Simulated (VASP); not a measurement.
W6C: single point with PBE

Crystal: W6C.

```
W C
1.0
    -3.09896    3.09896    3.09896
     3.09896   -3.09896    3.09896
     3.09896    3.09896   -3.09896
W C
6 1
Direct
  0.72563 0.72563 0.00000
  0.27437 0.27437 0.00000
  0.00000 0.27437 0.27437
  0.00000 0.72563 0.72563
  0.72563 0.00000 0.72563
  0.27437 0.00000 0.27437
  0.00000 0.00000 0.00000
```

```
Program             : VASP 6.6.1
Task                : single point
Functional          : PBE
Potentials or basis : VASP PAW PBE potentials, release 64 (W_sv, C)
Cutoff              : 520 eV
k mesh              : 4 × 4 × 4
Occupations         : gaussian, width 0.1 eV
Spin                : no spin polarisation
```

- Pressure: 94.3 GPa
- Largest force: 22.503 eV/Å
- Band gap on the k mesh: zero (band 44 reaches 8.64 eV, above the bottom of band 45 at 8.02 eV)

Forces on the atoms (eV/Å):
```
W     0.000   0.000 -22.503
W     0.000   0.000  22.503
W    22.503   0.000   0.000
W   -22.503   0.000   0.000
W     0.000 -22.503   0.000
W     0.000  22.503   0.000
C     0.000   0.000   0.000
```

Levels at points of the mesh, in eV from the Fermi level:
| k point | band 40 | band 41 | band 42 | band 43 | band 44 | band 45 | band 46 | band 47 | band 48 | band 49 |
| --- | --- | --- | --- | --- | --- | --- | --- | --- | --- | --- |
| (0.00, 0.00, 0.00) | -1.43 | -1.43 | -0.85 | -0.85 | -0.85 | -0.59 | -0.59 | -0.52 | -0.52 | -0.52 |
| (0.50, 0.00, 0.00) | -1.05 | -0.85 | -0.77 | -0.75 | -0.34 | 0.49 | 1.17 | 2.03 | 2.07 | 2.08 |
| (0.50, 0.50, 0.50) | -1.35 | -1.35 | -0.70 | -0.70 | -0.59 | -0.59 | -0.59 | 1.60 | 1.60 | 1.60 |

Run time: 70 s on 1 thread of Intel(R) Xeon(R) Platinum 8375C CPU @ 2.90GHz (Ice Lake), with other jobs on the host, peak memory 0.25 GiB.

Caveat: spin-orbit coupling is left out, which moves the levels of the heavy elements; forces of over 1 eV/Å act on the atoms, so gaps and moduli don't describe the material at rest.
